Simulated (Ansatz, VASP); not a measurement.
## KBr in VASP and in Ansatz

INCAR

```
PREC = Accurate
ENCUT = 520
EDIFF = 1E-7
ISMEAR = 0
SIGMA = 0.01
LREAL = False
LASPH = True
NELM = 100
ALGO = Normal
ISIF = 2
LWAVE = False
LCHARG = True
GGA = CA
LELF = True
LVHAR = True
NBANDS = 15
```

KPOINTS

```
regular mesh
0
Gamma
  4 4 4
```

The input POSCAR:

```
KBr
1.0
    0.0000000000      3.3022478201      3.3022478201
    3.3022478201      0.0000000000      3.3022478201
    3.3022478201      3.3022478201      0.0000000000
K Br
1 1
Direct
    0.0000000000      0.0000000000      0.0000000000
    0.5000000000      0.5000000000      0.5000000000
```

Input for Ansatz:

```yaml
crystal:
  lattice:
    - [0.0, 3.3022478201, 3.3022478201]
    - [3.3022478201, 0.0, 3.3022478201]
    - [3.3022478201, 3.3022478201, 0.0]
  atoms:
    - { symbol: K, position: [0.0, 0.0, 0.0] }
    - { symbol: Br, position: [0.5, 0.5, 0.5] }
kpoints:
  mp_grid: { grid: [4, 4, 4] }
hamiltonian:
  xc: lda
scf:
  occupations: { method: fixed }
output:
  optics:
    e_range: [0, 30]
    de: 0.2
    sigma: 0.05
    scissors: 0.6
    scheme: gaussian
    bands: { spectra_wanted_up_to: 30 }
```

Alike in both runs: task single point; functional LDA; k mesh 4 × 4 × 4; no spin polarisation.

|  | VASP | Ansatz |
| --- | --- | --- |
| version | VASP 6.6.1 | Ansatz 0.2.0 |
| potentials or method | VASP PAW LDA potentials, release 64 (K_sv, Br) | plane waves, PAW |
| plane-wave cutoff (eV) | 520 | 420 |
| occupations | gaussian, width 0.01 eV | fixed |
| valence electrons in the cell | 16 | 16 |

Ansatz gave:

- gap on the k mesh at the Fermi level (eV): 4.02

Q: Estimate VASP's values.

A: gap on the k mesh at the Fermi level (eV): 4.03.

LDA's correlation is that of Perdew and Zunger in VASP and of Perdew and Wang (1992) in Ansatz.
